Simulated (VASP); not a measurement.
Input of a VASP 6.6.1 run:

The input INCAR:

```
SYSTEM = Mg3Sb2
ALGO     = Normal         ! electronic algorithm
EDIFF    = 1E-6           ! SCF threshold, eV
ENCUT    = 600            ! plane-wave cutoff, eV
GGA      = PE             ! functional
GGA_COMPAT= .FALSE.      
ISIF     = 2              ! what is computed and relaxed
ISMEAR   = 0              ! smearing method
LASPH    = .TRUE.         ! aspherical terms in the spheres
LCHARG   = .FALSE.        ! write CHGCAR
LREAL    = .FALSE.        ! projectors in reciprocal space
LWAVE    = .FALSE.        ! write WAVECAR
NBANDS   = 16             ! bands
NELM     = 120            ! most SCF steps
PREC     = Accurate       ! precision mode
SIGMA    = 0.01           ! smearing width, eV
```

File KPOINTS:

```
k-points
0
G
  12 12 6
  0 0 0
```

File POSCAR:

```
Mg3Sb2
1.0
    4.6375373785      0.0000000000      0.0000000000
   -2.3187686892      4.0162251808      0.0000000000
    0.0000000000      0.0000000000      7.3520564416
Mg Sb
3 2
Direct
    0.3333333333      0.6666666667      0.6323954327
    0.6666666667      0.3333333333      0.3676045673
    0.0000000000      0.0000000000      0.0000000000
    0.3333333333      0.6666666667      0.2273916022
    0.6666666667      0.3333333333      0.7726083978
```

Potentials or basis: VASP PAW PBE potentials, release 64 (Mg, Sb).

Run with:

```bash
$ cat potpaw_PBE.64/Mg/POTCAR potpaw_PBE.64/Sb/POTCAR > POTCAR
$ mpirun -np 1 vasp_std > vasp.out
```

What does it give for the band gap on the k mesh?

0.06 eV (least direct gap 0.88 eV).

Estimate the largest force.

0.013 eV/Å.

Forces on the atoms (eV/Å):
```
Mg   0.000  0.000 -0.002
Mg   0.000  0.000  0.002
Mg   0.000  0.000  0.000
Sb   0.000  0.000 -0.013
Sb   0.000  0.000  0.013
```

Caveat: spin-orbit coupling is left out, which moves the levels of the heavy elements. A k mesh can miss the band edges.
